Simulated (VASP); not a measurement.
Runs of VASP 6.6.1 on Y. The structure is that of space group I4/mmm (No. 139), or close to it. The cells are those of the table. 

```tsv
cell	gap on the mesh (eV)	pressure (GPa)
a = 3.450, b = 3.450, c = 3.233 Å, angles 62.1, 62.1, 55.9°, 1 atom	none	(b)
a = 3.445, b = 3.445, c = 3.514 Å, angles 59.3, 59.3, 61.3°, 1 atom	none	1.9
a = 3.304, b = 3.304, c = 3.374 Å, angles 59.3, 59.3, 61.4°, 1 atom	none	(a)
a = 3.526, b = 3.526, c = 3.233 Å, angles 62.7, 62.7, 54.6°, 1 atom	none	4.2
a = 3.658, b = 3.658, c = 3.795 Å, angles 58.7, 58.7, 62.5°, 1 atom	none	-4.9
```

Alike in all rows: task single point; level PBEsol; potentials or basis VASP PAW PBE potentials, release 64 (Y_sv); no spin polarisation; k mesh 16 × 16 × 16; cutoff (eV) 520; smearing gaussian 0.15 eV.

Estimate the missing entries.

(a) 9.1; (b) 6.5.

Caveats: the PAW data sets were made with another functional, which shifts forces and pressure a little; the cell stands under pressure (at least some runs); the stress differs along the axes, from 0 to 6 GPa (at least some runs); the cell stands under tension (at least some runs).

A k mesh can miss the band edges, and the runs leave out spin-orbit coupling on Y.

A gap of «none» marks levels without a gap at the run's occupations.
